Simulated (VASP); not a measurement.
Input of a VASP 6.6.1 run:

File INCAR:

```
SYSTEM = Se
PREC = Accurate
ENCUT = 600
EDIFF = 1E-6
ISMEAR = -1
SIGMA = 0.05
LREAL = .FALSE.
LASPH = .TRUE.
NELM = 80
ALGO = Normal
ISIF = 3
LWAVE = .FALSE.
LCHARG = .FALSE.
GGA = PE
IBRION = 2
NSW = 80
EDIFFG = -0.02
```

File KPOINTS:

```
regular mesh
0
G
  7 7 7
  0 0 0
```

Contents of POSCAR:

```
Se
1.0
    0.0000000000      3.0100000000      3.0100000000
    3.0100000000      0.0000000000      3.0100000000
    3.0100000000      3.0100000000      0.0000000000
Se
2
Direct
    0.0000000000      0.0000000000      0.0000000000
    0.2500000000      0.2500000000      0.2500000000
```

Potentials or basis: VASP PAW PBE potentials, release 64 (Se).

Run with:

```sh
$ cat potpaw_PBE.64/Se/POTCAR > POTCAR
$ mpirun -np 1 vasp_std > vasp.out
```

Problem. Predict the relaxed cell.

Solution. a = 4.474 Å, b = 4.474 Å, c = 4.474 Å, α = 60.00°, β = 60.00°, γ = 60.00°.

Problem. What does it give for the band gap on the k mesh?

Solution. Zero (bands 6 and 7 overlap by 1.02 eV).

Problem. Predict the space group after relaxing (to 0.1 Å).

Solution. Fd-3m (No. 227).

Problem. What does it give for the relaxed volume?

Solution. 31.67 Å³/atom.

Step by step:
```tsv
step	energy change (eV)	largest force (eV/Å)	pressure (GPa)	volume (Å³)
1	0.0000	0.0000	8.04	54.54
2	-0.1822	0.0000	-1.44	66.07
3	-0.1945	0.0000	0.05	63.33
```

Caveat: the volume moved by over 15 % at a fixed basis, so the end points are rough.
